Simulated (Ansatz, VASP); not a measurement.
## MgI2 in VASP and in Ansatz

File POSCAR:

```
MgI2
1.0
    4.1566377674      0.0000000000      0.0000000000
   -2.0783188837      3.5997539009      0.0000000000
    0.0000000000      0.0000000000      6.8756118848
Mg I
1 2
Direct
    0.0000000000      0.0000000000      0.0000000000
    0.3333333333      0.6666666667      0.2425739818
    0.6666666667      0.3333333333      0.7574260182
```

The input INCAR.step1:

```
SYSTEM = MgI2
ALGO     = Normal         ! electronic algorithm
EDIFF    = 1E-5           ! SCF threshold, eV
ENCUT    = 520            ! plane-wave cutoff, eV
GGA      = PE             ! functional
ISIF     = 2              ! what is computed and relaxed
ISMEAR   = 0              ! smearing method
LASPH    = .TRUE.         ! aspherical terms in the spheres
LCHARG   = .FALSE.        ! write CHGCAR
LREAL    = .FALSE.        ! projectors in reciprocal space
LWAVE    = .TRUE.         ! write WAVECAR
NBANDS   = 15             ! bands
NELM     = 80             ! most SCF steps
PREC     = Accurate       ! precision mode
SIGMA    = 0.01           ! smearing width, eV
```

INCAR.step2

```
SYSTEM = MgI2
AEXX     = 0.4            ! exact-exchange fraction
ALGO     = Normal         ! electronic algorithm
EDIFF    = 1E-6           ! SCF threshold, eV
ENCUT    = 520            ! plane-wave cutoff, eV
GGA      = PE             ! functional
HFSCREEN = 0.2078         ! screening, 1/A
ISIF     = 2              ! what is computed and relaxed
ISMEAR   = 0              ! smearing method
ISTART   = 1            
LASPH    = .TRUE.         ! aspherical terms in the spheres
LCHARG   = .FALSE.        ! write CHGCAR
LHFCALC  = .TRUE.         ! exact exchange
LREAL    = .FALSE.        ! projectors in reciprocal space
LWAVE    = .FALSE.        ! write WAVECAR
NBANDS   = 15             ! bands
NELM     = 80             ! most SCF steps
PREC     = Accurate       ! precision mode
PRECFOCK = Normal       
SIGMA    = 0.01           ! smearing width, eV
```

The input KPOINTS:

```
k-points
0
G
  6 6 2
  0 0 0
```

Input for Ansatz:

```yaml
crystal:
  lattice:
    - [4.1566377674, 0.0, 0.0]
    - [-2.0783188837, 3.5997539009, 0.0]
    - [0.0, 0.0, 6.8756118848]
  atoms:
    - { symbol: Mg, position: [0.0, 0.0, 0.0] }
    - { symbol: I, position: [0.3333333333, 0.6666666667, 0.2425739818] }
    - { symbol: I, position: [0.6666666667, 0.3333333333, 0.7574260182] }
kpoints:
  mp_grid: { grid: [6, 6, 2] }
hamiltonian:
  xc:
    exchange: pbe
    correlation: pbe
    exx: { coeff: 0.4, omega: 0.2078 }
scf:
  occupations: { method: fixed }
  n_extra_bands: 4
output:
  forces: true
  stress: true
  eigenvalues: true
```

Alike in both runs: task single point; functional PBE-based screened hybrid with a share of 0.4 of exact exchange and HFSCREEN = 0.2078; k mesh 6 × 6 × 2; no spin polarisation.

```csv
,VASP,Ansatz
version,VASP 6.6.1,Ansatz 0.2.0
potentials or method,"VASP PAW PBE potentials, release 64 (Mg, I)",plane waves
plane-wave cutoff (eV),520,420
occupations,"gaussian, width 0.01 eV",fixed
valence electrons in the cell,16,44
```

VASP gave:

```
gap on the k mesh at the Fermi level (eV)                     : 5.07
pressure (GPa)                                                : -0.2
traceless stress, the component that is largest in VASP (GPa) : 0.09
rms of the force components (eV/Å)                            : 0.094
```

**Question.** Estimate Ansatz's values.

**Answer.** gap on the k mesh at the Fermi level (eV): 5.10; pressure (GPa): 0.0; traceless stress, the component that is largest in VASP (GPa): 0.08; rms of the force components (eV/Å): 0.082.

VASP's potentials were made for PBE, not for PBE-based screened hybrid. Atom by atom the forces differ by 0.013 eV/Å (rms over components). VASP's potentials hold 16 valence electrons a cell and Ansatz's 44, so a difference there can come from the potentials and not from the codes. Ansatz's warnings: stress exchange threshold loose, stress scf threshold loose.

The k mesh is coarse, so the values compare programs but aren't converged. Neither program's run includes spin-orbit coupling.
